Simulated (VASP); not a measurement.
Crystal: Cu2Te.

```
Cu Te
1.0
     4.30401    0.00000    0.00000
    -2.15201    3.72739    0.00000
     0.00000    0.00000    8.52348
Cu Te
4 2
Direct
  0.66667 0.33333 0.15195
  0.33333 0.66667 0.15195
  0.33333 0.66667 0.84805
  0.66667 0.33333 0.84805
  0.00000 0.00000 0.26619
  0.00000 0.00000 0.73381
```

```yaml
Program: VASP 6.6.1
Task: relaxation of cell and atoms
Functional: BLYP
Dispersion: D3(BJ)
Potentials_or_basis: VASP PAW PBE potentials, release 64 (Cu, Te)
Cutoff: 600 eV
k_mesh: 7 × 7 × 3
Occupations: gaussian, width 0.15 eV
Spin: no spin polarisation
```

At the start: pressure -1.9 GPa; volume 22.79 Å³/atom.

Task: Where does the relaxation end?

Result: Over 43 steps the energy falls by 27.9 meV/atom and the volume is 19.93 Å³/atom (-12.5 %); space group P6/mmm (No. 191, to 0.1 Å) before and after.

Step by step:
```csv
step,energy change (eV),largest force (eV/Å),pressure (GPa),volume (Å³)
1,0.0000,0.2684,-1.92,136.74
3,-0.0608,0.5662,1.05,129.46
5,-0.0960,0.3821,0.32,127.90
7,-0.1322,0.0996,-1.14,128.84
9,-0.1468,0.0920,-0.45,126.99
11,-0.1489,0.1135,-0.04,125.86
13,-0.1583,0.0722,0.48,123.78
15,-0.1595,0.0524,-0.04,124.20
17,-0.1601,0.0311,-0.16,124.19
19,-0.1602,0.0442,-0.19,123.89
21,-0.1611,0.0203,0.11,123.42
23,-0.1615,0.0201,-0.05,123.31
25,-0.1616,0.0226,-0.20,123.24
27,-0.1616,0.0228,-0.07,123.23
29,-0.1617,0.0390,0.01,122.78
31,-0.1618,0.0489,0.07,122.52
33,-0.1618,0.0545,0.07,122.28
35,-0.1627,0.0578,0.15,121.67
37,-0.1670,0.0110,0.42,119.24
39,-0.1669,0.0174,0.20,119.47
41,-0.1670,0.0109,0.12,119.30
43,-0.1674,0.0082,0.01,119.59
```

Final structure:
```
Cu Te
1.0
     4.22477    0.00000    0.00000
    -2.11238    3.65876    0.00000
     0.00000    0.00000    7.73659
Cu Te
4 2
Direct
  0.66667 0.33333 0.15449
  0.33333 0.66667 0.15449
  0.33333 0.66667 0.84551
  0.66667 0.33333 0.84551
  0.00000 0.00000 0.30317
  0.00000 0.00000 0.69683
```

Caveat: the PAW data sets were made with another functional, which shifts forces and pressure a little.
